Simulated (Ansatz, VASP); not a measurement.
ZrIn in VASP and in Ansatz

```
CELL_PARAMETERS angstrom
3.14065 0.00000 0.00000
0.00000 3.14065 0.00000
0.00000 0.00000 4.45410
ATOMIC_POSITIONS crystal
Zr 0.00000 0.00000 0.00000
In 0.50000 0.50000 0.50000
```

Alike in both runs: task single point; functional LDA; k mesh 12 × 12 × 9; occupations fermi-dirac, width 0.05 eV; collinear spin.

|  | VASP | Ansatz |
| --- | --- | --- |
| version | VASP 6.6.1 | Ansatz 0.2.0 |
| potentials or method | VASP PAW LDA potentials, release 64 (Zr_sv, In_d) | PAW with Ansatz's default frozen-core files, scalar-relativistic |
| plane-wave cutoff (eV) | 520 | 420 |
| valence electrons in the cell | 25 | 25 |

|  | VASP | Ansatz | Ansatz less VASP |
| --- | --- | --- | --- |
| pressure (GPa) | -5.9 | -6.1 | -0.18 |
| traceless stress, the component that is largest in VASP (GPa) | -0.58 | -0.62 | -0.043 |
| net moment per atom (μB) | 0.00 | 0.00 | 0.000 |

LDA's correlation is that of Perdew and Zunger in VASP and of Perdew and Wang (1992) in Ansatz. Ansatz's warnings: seeded moment not kept.
